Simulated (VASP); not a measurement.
LaAl4Cl3: single point with PBE

The system is LaAl4Cl3.

```
CELL_PARAMETERS angstrom
5.33252 0.00000 0.00000
-2.66626 4.61810 0.00000
0.00000 0.00000 12.82596
ATOMIC_POSITIONS crystal
La 0.00000 0.00000 0.50000
Al 0.33333 0.66667 0.00000
Al 0.66667 0.33333 0.00000
Al 0.33333 0.66667 0.50000
Al 0.66667 0.33333 0.50000
Cl 0.00000 0.00000 0.00000
Cl 0.00000 0.00000 0.29274
Cl 0.00000 0.00000 0.70726
```

The cell was built from a structure type or drawn by symmetry, and may not be a known phase.

```yaml
Program: VASP 6.6.1
Task: single point
Functional: PBE
Potentials_or_basis: VASP PAW PBE potentials, release 64 (La, Al, Cl)
Cutoff: 520 eV
k_mesh: 12 × 12 × 4
Occupations: gaussian, width 0.1 eV
Spin: no spin polarisation
Dipole_correction: no
Further_INCAR_settings: ALGO = Normal; EDIFF = 1e-06; NBANDS = 32
```

```
Pressure               : 0.0 GPa
Largest force          : 0.012 eV/Å
Band gap on the k mesh : zero (bands 22 and 23 overlap by 0.68 eV)
```

Forces in eV/Å, atoms in the order of the input:
```
La   0.000  0.000  0.000
Al   0.000  0.000  0.000
Al   0.000  0.000  0.000
Al   0.000  0.000  0.000
Al   0.000  0.000  0.000
Cl   0.000  0.000  0.000
Cl   0.000  0.000  0.012
Cl   0.000  0.000 -0.012
```

Levels at points of the mesh, in eV from the Fermi level:
| k point | band 20 | band 21 | band 22 | band 23 | band 24 | band 25 |
| --- | --- | --- | --- | --- | --- | --- |
| (0.00, 0.00, 0.00) | -2.31 | -1.48 | -1.10 | -0.52 | -0.51 | -0.51 |
| (0.50, 0.00, 0.00) | -1.75 | -0.73 | -0.41 | 0.14 | 0.52 | 0.56 |
| (0.00, 0.00, 0.50) | -2.31 | -1.48 | -1.10 | -0.51 | -0.51 | -0.50 |
| (0.50, 0.00, 0.50) | -1.75 | -0.73 | -0.41 | 0.19 | 0.51 | 0.52 |

Run time: 22 min on 1 thread of Intel Xeon 8259CL (shared host), peak memory 0.81 GiB.

Caveat: spin-orbit coupling is left out, which moves the levels of the heavy elements.
